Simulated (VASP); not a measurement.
# HfC (wurtzite type) (P6_3mc) in VASP: further runs, part 2 of 2

VASP 6.6.1.

## Step 3: Electric field gradients, PBE

INCAR reads:

```
SYSTEM = HfC
PREC = Accurate
ENCUT = 520
EDIFF = 1E-8
ISMEAR = -1
SIGMA = 0.08
LREAL = .False.
LASPH = .True.
NELM = 100
ALGO = Normal
ISIF = 2
LWAVE = .False.
LCHARG = .False.
GGA = PE
LEFG = .True.
NBANDS = 22
```

KPOINTS reads:

```
regular mesh
0
Gamma
  13 13 7
  0 0 0
```

POSCAR reads:

```
HfC
1.0
    3.8529833569      0.0000000000      0.0000000000
   -1.9264916784      3.3367814674      0.0000000000
    0.0000000000      0.0000000000      4.6375231178
Hf C
2 2
Direct
    0.3333333333      0.6666666667     -0.0604410183
    0.6666666667      0.3333333333      0.4395589817
    0.3333333333      0.6666666667      0.4364410183
    0.6666666667      0.3333333333      0.9364410183
```

Potentials or basis: VASP PAW PBE potentials, release 64 (Hf_pv, C).

On the command line:

```console
$ cat potpaw_PBE.64/Hf_pv/POTCAR potpaw_PBE.64/C/POTCAR > POTCAR
$ mpirun -np 1 vasp_std > vasp.out
```

OUTCAR:

```text
SYSTEM = HfC
   PREC = Accurate
   ENCUT = 520
   EDIFF = 1E-8
   ISMEAR = -1
   LREAL = .False.
   LASPH = .True.
   NELM = 100
   ISIF = 2
   GGA = PE

 ion  position               nearest neighbor table
   1  0.333  0.667  0.940-   4 2.22   4 2.22   4 2.22   3 2.30   3 2.33   2 3.21   2 3.21   2 3.21
                             2 3.21   2 3.21   2 3.21
   2  0.667  0.333  0.440-   3 2.22   3 2.22   3 2.22   4 2.30   4 2.33   1 3.21   1 3.21   1 3.21
                             1 3.21   1 3.21   1 3.21
   3  0.333  0.667  0.436-   2 2.22   2 2.22   2 2.22   1 2.30   1 2.33
   4  0.667  0.333  0.936-   1 2.22   1 2.22   1 2.22   2 2.30   2 2.33

  LATTYP: Found a hexagonal cell.
 ALAT       =     3.8529833569
 C/A-ratio  =     1.2036187775

  Lattice vectors:

 A1 = (   3.8529833569,   0.0000000000,   0.0000000000)
 A2 = (  -1.9264916784,   3.3367814674,   0.0000000000)
 A3 = (   0.0000000000,   0.0000000000,   4.6375231178)

Analysis of symmetry for initial positions (statically):
=====================================================================
 Subroutine PRICEL returns:
 Original cell was already a primitive cell.

 Routine SETGRP: Setting up the symmetry group for a
 hexagonal supercell.

 Subroutine GETGRP returns: Found 12 space group operations
 (whereof  6 operations were pure point group operations)
 out of a pool of 24 trial point group operations.

The static configuration has the point symmetry C_3v.
 The point group associated with its full space group is C_6v.

Analysis of symmetry for dynamics (positions and initial velocities):
[... 172 lines left out ...]
  band No.  band energies     occupation
      1     -25.6826      2.00000
      2     -25.5404      2.00000
      3     -25.5404      2.00000
      4     -25.3391      2.00000
      5     -25.3391      2.00000
      6     -25.1071      2.00000
[... 589 lines left out ...]
     21      11.7024      0.00000
     22      11.8194      0.00000

 [... further k-points ...]
[... 5 lines left out ...]
  --------------------------------------------------------------------------------------
  -------------------------------------------------------------------------------------
  Total       -0.1783399     -0.1783399     -0.1801564     -0.0000000      0.0000000      0.0000000
  in kB       -4.7923465     -4.7923465     -4.8411577     -0.0000000      0.0000000      0.0000000
  external PRESSURE =      -4.8086169 kB  Pullay stress =       0.0000000 kB

 VOLUME and BASIS-vectors are now :
 -----------------------------------------------------------------------------
  energy-cutoff  :      520.00
  volume of cell :       59.62
      direct lattice vectors                 reciprocal lattice vectors
     3.852983357  0.000000000  0.000000000     0.259539143  0.149844994  0.000000000
    -1.926491678  3.336781467  0.000000000     0.000000000  0.299689989  0.000000000
     0.000000000  0.000000000  4.637523118     0.000000000  0.000000000  0.215632348

 POSITION                                       TOTAL-FORCE (eV/Angst)
 -----------------------------------------------------------------------------------
     -0.00000      2.22452      4.35723        -0.000000      0.000000      0.001392
      1.92649      1.11226      2.03846         0.000000     -0.000000      0.001392
     -0.00000      2.22452      2.02401        -0.000000      0.000000     -0.001392
      1.92649      1.11226      4.34277         0.000000     -0.000000     -0.001392
 -----------------------------------------------------------------------------------
    total drift:                               -0.000000      0.000000      0.000107

  FREE ENERGIE OF THE ION-ELECTRON SYSTEM (eV)
  ---------------------------------------------------
  free  energy   TOTEN  =       -41.0220804200 eV

  energy  without entropy=      -41.0138900377  energy(sigma->0) =      -41.01798523

 Electric field gradients (V/A^2)
---------------------------------------------------------------------
 ion       V_xx      V_yy      V_zz      V_xy      V_xz      V_yz
---------------------------------------------------------------------
   1      89.238    89.238  -178.476    -0.000    -0.000     0.000
   2      89.238    89.238  -178.476    -0.000     0.000    -0.000
   3       1.596     1.596    -3.191    -0.000     0.000    -0.000
   4       1.596     1.596    -3.191    -0.000    -0.000     0.000
---------------------------------------------------------------------

 Electric field gradients after diagonalization (V/A^2)
 (convention: |V_zz| > |V_xx| > |V_yy|)
----------------------------------------------------------------------
 ion       V_xx      V_yy      V_zz     asymmetry (V_yy - V_xx)/ V_zz
----------------------------------------------------------------------
   1      89.239    89.238  -178.476       0.000
   2      89.239    89.238  -178.476       0.000
   3       1.596     1.595    -3.191       0.000
   4       1.596     1.595    -3.191       0.000
----------------------------------------------------------------------

           NMR quadrupolar parameters

 Cq : quadrupolar parameter    Cq=e*Q*V_zz/h
 eta: asymmetry parameters     (V_yy - V_xx)/ V_zz
 Q  : nuclear electric quadrupole moment in mb (millibarn)
----------------------------------------------------------------------
 ion       Cq(MHz)       eta       Q (mb)
----------------------------------------------------------------------
   1      -0.432       0.000       1.000
   2      -0.432       0.000       1.000
   3      -0.008       0.000       1.000
   4      -0.008       0.000       1.000
----------------------------------------------------------------------
```

stdout:

```text
POSCAR found type information on POSCAR HfC
 POSCAR found :  2 types and       4 ions
 scaLAPACK will be used
 LDA part: xc-table for (Slater+PW92), standard interpolation
 POSCAR, INCAR and KPOINTS ok, starting setup
 FFT: planning ... GRIDC
 FFT: planning ... GRID_SOFT
 FFT: planning ... GRID
 WAVECAR not read
 entering main loop
ion   1

ion   2

ion   3

ion   4
```

Wall time 1.8 min (1 thread of Intel Xeon Platinum 8259CL at 2.50GHz (Skylake/Cascade Lake), shared host); peak memory 0.24 GiB.

Results:

| Item | Value |
| --- | --- |
| Free energy | -41.0221 eV |
| Pressure | -0.5 GPa |
| Band gap on the k mesh | zero (band 14 reaches 5.69 eV, above the bottom of band 15 at 4.18 eV) |

Electric field gradients, principal values (V/Å²):
| atom | least | middle | greatest (by size) |
| --- | --- | --- | --- |
| 1 Hf | 89.238 | 89.239 | -178.476 |
| 2 Hf | 89.238 | 89.239 | -178.476 |
| 3 C | 1.595 | 1.596 | -3.191 |
| 4 C | 1.595 | 1.596 | -3.191 |

Caveat: without QUAD_EFG the Cq values of the log hold for a quadrupole moment of 1 mb, not for the nuclei; spin-orbit coupling is left out, which moves the levels of the heavy elements.

## Step 4: Electric field gradients, PBE

INCAR reads:

```
SYSTEM = HfC
ALGO = Normal
EDIFF = 1E-8
ENCUT = 520
GGA = PE
ISIF = 2
ISMEAR = -1
LASPH = .TRUE.
LCHARG = .FALSE.
LEFG = .TRUE.
LREAL = .FALSE.
LWAVE = .FALSE.
NBANDS = 22
NELM = 100
PREC = Accurate
SIGMA = 0.08
```

KPOINTS reads:

```
k-points
0
G
  13 13 7
  0 0 0
```

POSCAR is that of step 3.

Potentials or basis: VASP PAW PBE potentials, release 64 (Hf_pv, C).

On the command line:

```console
$ cat potpaw_PBE.64/Hf_pv/POTCAR potpaw_PBE.64/C/POTCAR > POTCAR
$ mpirun -np 1 vasp_std > vasp.out
```

OUTCAR:

```text
SYSTEM = HfC
   EDIFF = 1E-8
   ENCUT = 520
   GGA = PE
   ISIF = 2
   ISMEAR = -1
   LASPH = .TRUE.
   LREAL = .FALSE.
   NELM = 100
   PREC = Accurate

 ion  position               nearest neighbor table
   1  0.333  0.667  0.940-   4 2.22   4 2.22   4 2.22   3 2.30   3 2.33   2 3.21   2 3.21   2 3.21
                             2 3.21   2 3.21   2 3.21
   2  0.667  0.333  0.440-   3 2.22   3 2.22   3 2.22   4 2.30   4 2.33   1 3.21   1 3.21   1 3.21
                             1 3.21   1 3.21   1 3.21
   3  0.333  0.667  0.436-   2 2.22   2 2.22   2 2.22   1 2.30   1 2.33
   4  0.667  0.333  0.936-   1 2.22   1 2.22   1 2.22   2 2.30   2 2.33

  LATTYP: Found a hexagonal cell.
 ALAT       =     3.8529833569
 C/A-ratio  =     1.2036187775

  Lattice vectors:

 A1 = (   3.8529833569,   0.0000000000,   0.0000000000)
 A2 = (  -1.9264916784,   3.3367814674,   0.0000000000)
 A3 = (   0.0000000000,   0.0000000000,   4.6375231178)

Analysis of symmetry for initial positions (statically):
=====================================================================
 Subroutine PRICEL returns:
 Original cell was already a primitive cell.

 Routine SETGRP: Setting up the symmetry group for a
 hexagonal supercell.

 Subroutine GETGRP returns: Found 12 space group operations
 (whereof  6 operations were pure point group operations)
 out of a pool of 24 trial point group operations.

The static configuration has the point symmetry C_3v.
 The point group associated with its full space group is C_6v.

Analysis of symmetry for dynamics (positions and initial velocities):
=====================================================================
 Subroutine PRICEL returns:
 Original cell was already a primitive cell.

 Routine SETGRP: Setting up the symmetry group for a
 hexagonal supercell.

 Subroutine GETGRP returns: Found 12 space group operations
 (whereof  6 operations were pure point group operations)
 out of a pool of 24 trial point group operations.

The dynamic configuration has the point symmetry C_3v.
 The point group associated with its full space group is C_6v.

 Subroutine INISYM returns: Found 12 space group operations
 (whereof  6 operations are pure point group operations),
 and found     1 'primitive' translations

----------------------------------------------------------------------------------------

                                     Primitive cell

  volume of cell :      59.6226

  direct lattice vectors                    reciprocal lattice vectors
     3.852983357  0.000000000  0.000000000     0.259539143  0.149844994  0.000000000
    -1.926491678  3.336781467  0.000000000     0.000000000  0.299689989  0.000000000
     0.000000000  0.000000000  4.637523118     0.000000000  0.000000000  0.215632348

  length of vectors
     3.852983357  3.852983357  4.637523118     0.299689989  0.299689989  0.215632348

  position of ions in fractional coordinates (direct lattice)
     0.333333333  0.666666667  0.939558982
     0.666666667  0.333333333  0.439558982
     0.333333333  0.666666667  0.436441018
     0.666666667  0.333333333  0.936441018

  ion indices of the primitive-cell ions
   primitive index   ion index
                 1           1
                 2           2
                 3           3
                 4           4

[... 84 lines left out ...]
   EMIN   =  10.00;   EMAX   =-10.00  energy-range for DOS
   EFERMI =   0.00;   METHOD = LEGACY
   ISMEAR =    -1;   SIGMA  =   0.08  broadening in eV -4-tet -1-fermi 0-gaus
   EFERMI_NEDOS =   21; number of points for ismear=-14 and -15
   IALGO  =     38    algorithm
   IMIX   =      4    mixing-type and parameters
     AMIX     =   0.40;   BMIX     =  1.00
     AMIX_MAG =   1.60;   BMIX_MAG =  1.00
  volume/ion in A,a.u.               =      14.91       100.59
  Fermi-wavevector in a.u.,A,eV,Ry     =   1.272498  2.404673 22.031257  1.619252
  Thomas-Fermi vector in A             =   2.405373
   LORBIT       =      0    0 simple, 1 ext, 2 COOP (PROOUT), +10 PAW based schemes
   GGA     = PE    functional components
   LHFCALC =     F    Hartree Fock is set to
   AEXX    =    0.0000 exact exchange contribution
   IVDW    =     0    specifies the selected vdW correction
   LEPSILON=     F    determine dielectric tensor
   LRPA    =     F    only Hartree local field effects (RPA)
 non-spin polarized calculation
  energy-cutoff  :      520.00
  volume of cell :       59.62
 maximum number of plane-waves:      1626
 NGX is ok and might be reduce to    30
   NGX = 15   NGY = 15   NGZ = 17

 number of electron      28.0000001 magnetization

 Free energy of the ion-electron system (eV)
  ---------------------------------------------------
  ext. energy  EPLUGINS =         0.00000000
  ---------------------------------------------------
  free energy    TOTEN  =       -41.02208042 eV

  energy without entropy =      -41.01389004  energy(sigma->0) =      -41.01798523

 E-fermi :   4.3872     XC(G=0): -11.1777

 val. band max:        4.3383704604   @ k =   0.0769  -0.0000   0.1429
 cond. band min:       4.4177796343   @ k =   0.3846   0.1538   0.0000
 fundamental gap:      0.0794091739
 Fermi energy:         4.3872374440

 k-point     1 :       0.0000    0.0000    0.0000
  band No.  band energies     occupation
      1     -25.6826      2.00000
      2     -25.5404      2.00000
      3     -25.5404      2.00000
      4     -25.3391      2.00000
      5     -25.3391      2.00000
      6     -25.1071      2.00000
[... 589 lines left out ...]
     21      11.7024      0.00000
     22      11.8194      0.00000

 [... further k-points ...]
[... 5 lines left out ...]
  --------------------------------------------------------------------------------------
  -------------------------------------------------------------------------------------
  Total       -0.1783399     -0.1783399     -0.1801564     -0.0000000      0.0000000      0.0000000
  in kB       -4.7923465     -4.7923465     -4.8411577     -0.0000000      0.0000000      0.0000000
  external PRESSURE =      -4.8086169 kB  Pullay stress =       0.0000000 kB

 VOLUME and BASIS-vectors are now :
 -----------------------------------------------------------------------------
  energy-cutoff  :      520.00
  volume of cell :       59.62
      direct lattice vectors                 reciprocal lattice vectors
     3.852983357  0.000000000  0.000000000     0.259539143  0.149844994  0.000000000
    -1.926491678  3.336781467  0.000000000     0.000000000  0.299689989  0.000000000
     0.000000000  0.000000000  4.637523118     0.000000000  0.000000000  0.215632348

 POSITION                                       TOTAL-FORCE (eV/Angst)
 -----------------------------------------------------------------------------------
     -0.00000      2.22452      4.35723        -0.000000      0.000000      0.001392
      1.92649      1.11226      2.03846         0.000000     -0.000000      0.001392
     -0.00000      2.22452      2.02401        -0.000000      0.000000     -0.001392
      1.92649      1.11226      4.34277         0.000000     -0.000000     -0.001392
 -----------------------------------------------------------------------------------
    total drift:                               -0.000000      0.000000      0.000107

  FREE ENERGIE OF THE ION-ELECTRON SYSTEM (eV)
  ---------------------------------------------------
  free  energy   TOTEN  =       -41.0220804200 eV

  energy  without entropy=      -41.0138900377  energy(sigma->0) =      -41.01798523

 Electric field gradients (V/A^2)
---------------------------------------------------------------------
 ion       V_xx      V_yy      V_zz      V_xy      V_xz      V_yz
---------------------------------------------------------------------
   1      89.238    89.238  -178.476    -0.000    -0.000     0.000
   2      89.238    89.238  -178.476    -0.000     0.000    -0.000
   3       1.596     1.596    -3.191    -0.000     0.000    -0.000
   4       1.596     1.596    -3.191    -0.000    -0.000     0.000
---------------------------------------------------------------------

 Electric field gradients after diagonalization (V/A^2)
 (convention: |V_zz| > |V_xx| > |V_yy|)
----------------------------------------------------------------------
 ion       V_xx      V_yy      V_zz     asymmetry (V_yy - V_xx)/ V_zz
----------------------------------------------------------------------
   1      89.239    89.238  -178.476       0.000
   2      89.239    89.238  -178.476       0.000
   3       1.596     1.595    -3.191       0.000
   4       1.596     1.595    -3.191       0.000
----------------------------------------------------------------------

           NMR quadrupolar parameters

 Cq : quadrupolar parameter    Cq=e*Q*V_zz/h
 eta: asymmetry parameters     (V_yy - V_xx)/ V_zz
 Q  : nuclear electric quadrupole moment in mb (millibarn)
----------------------------------------------------------------------
 ion       Cq(MHz)       eta       Q (mb)
----------------------------------------------------------------------
   1      -0.432       0.000       1.000
   2      -0.432       0.000       1.000
   3      -0.008       0.000       1.000
   4      -0.008       0.000       1.000
----------------------------------------------------------------------
```

OSZICAR:

```text
N       E                     dE             d eps       ncg     rms          rms(c)
DAV:   1     0.976221368550E+02    0.97622E+02   -0.15356E+04  3712   0.122E+03
DAV:   2    -0.425175290168E+02   -0.14014E+03   -0.13360E+03  4792   0.290E+02
DAV:   3    -0.487562594369E+02   -0.62387E+01   -0.61983E+01  4714   0.458E+01
DAV:   4    -0.488417184237E+02   -0.85459E-01   -0.85407E-01  4680   0.607E+00
DAV:   5    -0.488430365458E+02   -0.13181E-02   -0.13180E-02  4884   0.684E-01    0.771E+01
DAV:   6    -0.410891506008E+02    0.77539E+01   -0.45036E+01  4278   0.254E+01    0.535E+01
DAV:   7    -0.410433282399E+02    0.45822E-01   -0.22808E+00  4514   0.774E+00    0.289E+01
DAV:   8    -0.410378690155E+02    0.54592E-02   -0.10707E-01  4426   0.232E+00    0.766E+00
DAV:   9    -0.410229309081E+02    0.14938E-01   -0.82298E-02  4516   0.115E+00    0.298E+00
DAV:  10    -0.410220770895E+02    0.85382E-03   -0.36405E-03  4564   0.348E-01    0.813E-01
DAV:  11    -0.410220859527E+02   -0.88632E-05   -0.10470E-03  4756   0.172E-01    0.990E-02
DAV:  12    -0.410220855269E+02    0.42579E-06   -0.25582E-05  4392   0.314E-02    0.148E-01
DAV:  13    -0.410220803583E+02    0.51686E-05   -0.18522E-05  4812   0.235E-02    0.174E-02
DAV:  14    -0.410220803179E+02    0.40404E-07   -0.68385E-07  4846   0.545E-03    0.283E-03
DAV:  15    -0.410220803923E+02   -0.74392E-07   -0.67241E-08  4530   0.151E-03    0.147E-03
DAV:  16    -0.410220804124E+02   -0.20138E-07   -0.10041E-08  2968   0.648E-04    0.120E-04
DAV:  17    -0.410220804200E+02   -0.75829E-08   -0.18518E-09  2802   0.279E-04
   1 F= -.41022080E+02 E0= -.41017985E+02  d E =-.819038E-02
```

Run time: 1.7 min. Hardware: 1 thread of Intel Xeon Platinum 8259CL at 2.50GHz (Skylake/Cascade Lake), shared host; peak memory 0.24 GiB.

Results:

```yaml
Free_energy: -41.0221 eV
Pressure: -0.5 GPa
Band_gap_on_the_k_mesh: zero (band 14 reaches 5.69 eV, above the bottom of band 15 at 4.18 eV)
```

Electric field gradients, principal values (V/Å²):
```csv
atom,least,middle,greatest (by size)
1 Hf,89.238,89.239,-178.476
2 Hf,89.238,89.239,-178.476
3 C,1.595,1.596,-3.191
4 C,1.595,1.596,-3.191
```

Caveat: without QUAD_EFG the Cq values of the log hold for a quadrupole moment of 1 mb, not for the nuclei; spin-orbit coupling is left out, which moves the levels of the heavy elements.
